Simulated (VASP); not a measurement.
Here is a VASP 6.6.1 calculation.

Contents of INCAR:

```
SYSTEM = ScTiF5
PREC = Accurate
ENCUT = 600
EDIFF = 1E-6
ISMEAR = 0
SIGMA = 0.15
LREAL = .FALSE.
LASPH = .TRUE.
NELM = 150
ALGO = Normal
ISIF = 3
LWAVE = .FALSE.
LCHARG = .FALSE.
ISPIN = 2
MAGMOM = 0 1 0 0 0 0 0
LORBIT = 11
LMAXMIX = 4
GGA = PE
IBRION = 2
NSW = 36
EDIFFG = -0.08
```

Contents of KPOINTS:

```
regular mesh
0
G
  3 3 2
  0 0 0
```

Contents of POSCAR:

```
ScTiF5
1.0
    3.5846824700      0.0000000000      0.0000000000
    0.0000000000      3.5846824700      0.0000000000
    0.0000000000      0.0000000000      6.5172132100
Sc Ti F
1 1 5
Direct
    0.5000000000      0.5000000000      0.0000000000
    0.0000000000      0.0000000000      0.5000000000
    0.0000000000      0.5000000000      0.2751304800
    0.0000000000      0.5000000000      0.7248695200
    0.5000000000      0.0000000000      0.2751304800
    0.5000000000      0.0000000000      0.7248695200
    0.0000000000      0.0000000000      0.0000000000
```

Potentials or basis: VASP PAW PBE potentials, release 64 (Sc_sv, Ti_sv, F).

The run is started by

```console
$ cat potpaw_PBE.64/Sc_sv/POTCAR potpaw_PBE.64/Ti_sv/POTCAR potpaw_PBE.64/F/POTCAR > POTCAR
$ mpirun -np 1 vasp_std > vasp.out
```

(1) Estimate the net moment.

(2) Estimate the space group after relaxing (to 0.1 Å).

(3) Predict the site moments.

Results:

(1) 1.66 μB per cell.

(2) P4/mmm (No. 123).

(3) Sc +0.12; Ti +1.35; F -0.01, -0.00 (each value once) μB.

Caveat: the k points lie up to 0.60 Å⁻¹ apart in the final cell.
